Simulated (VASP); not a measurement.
Runs of VASP 6.6.1 on Ti. The structure is that of space group P6_3/mmc (No. 194), or close to it. The cells are those of the table. 

```csv
cell,k mesh,smearing,gap on the mesh (eV),pressure (GPa)
"a = 2.900, b = 2.900, c = 4.591 Å, angles 90.0, 90.0, 120.0°, 2 atoms",18 × 18 × 10,gaussian 0.1 eV,none,-0.4
"a = 2.593, b = 2.593, c = 4.228 Å, angles 90.0, 90.0, 120.0°, 2 atoms",18 × 18 × 10,gaussian 0.1 eV,none,58.7
"a = 2.721, b = 2.721, c = 4.339 Å, angles 90.0, 90.0, 120.0°, 2 atoms",18 × 18 × 10,gaussian 0.1 eV,none,29.2
"a = 2.900, b = 2.900, c = 4.591 Å, angles 90.0, 90.0, 120.0°, 2 atoms",24 × 24 × 14,gaussian 0.15 eV,none,-0.3
"a = 2.799, b = 2.799, c = 4.442 Å, angles 90.0, 90.0, 120.0°, 2 atoms",18 × 18 × 10,gaussian 0.1 eV,none,(b)
"a = 2.841, b = 2.841, c = 4.505 Å, angles 90.0, 90.0, 120.0°, 2 atoms",18 × 18 × 10,gaussian 0.1 eV,none,(a)
```

Alike in all rows: task single point; level PBEsol; potentials or basis VASP PAW PBE potentials, release 64 (Ti_sv); no spin polarisation; cutoff (eV) 520.

Q: Estimate the missing entries.

A: (a) 7.4; (b) 14.5.

Caveats: the PAW data sets were made with another functional, which shifts forces and pressure a little.

A gap of «none» marks levels without a gap at the run's occupations.
